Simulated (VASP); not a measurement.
# RbBr: single point with r2SCAN

Crystal: RbBr.

```
Rb Br
1.0
     0.00000    3.41511    3.41511
     3.41511    0.00000    3.41511
     3.41511    3.41511    0.00000
Rb Br
1 1
Cartesian
  0.0000 0.0000 0.0000
  3.4151 3.4151 3.4151
```

* Program: VASP 6.6.1
* Task: single point
* Functional: r2SCAN
* Potentials or basis: VASP PAW PBE potentials, release 64 (Rb_sv, Br)
* Cutoff: 520 eV
* k mesh: 8 × 8 × 8
* Occupations: fermi-dirac, width 0.02 eV
* Spin: no spin polarisation

The pressure is 0.7 GPa and the band gap on the k mesh is 5.00 eV, direct.

Levels at points of the mesh, in eV from the valence-band top:
```tsv
k point	band 4	band 5	band 6	band 7	band 8	band 9	band 10	band 11	band 12	band 13
(0.00, 0.00, 0.00)	-8.66	-8.66	0.00	0.00	0.00	5.00	7.88	7.88	7.88	8.96
(0.50, 0.00, 0.00)	-8.67	-8.61	-0.99	-0.36	-0.36	7.32	8.31	10.26	10.26	10.89
(0.50, 0.50, 0.00)	-8.74	-8.74	-0.48	-0.16	-0.16	6.05	7.99	9.78	10.07	10.39
```

Wall time 2.9 min on 1 thread of Intel Xeon 6975P-C, with other jobs on the host, peak memory 0.23 GiB.

Caveat: the PAW data sets were made with another functional, which shifts forces and pressure a little. r2SCAN opens gaps a little over a GGA but as a rule still falls short of measured ones.
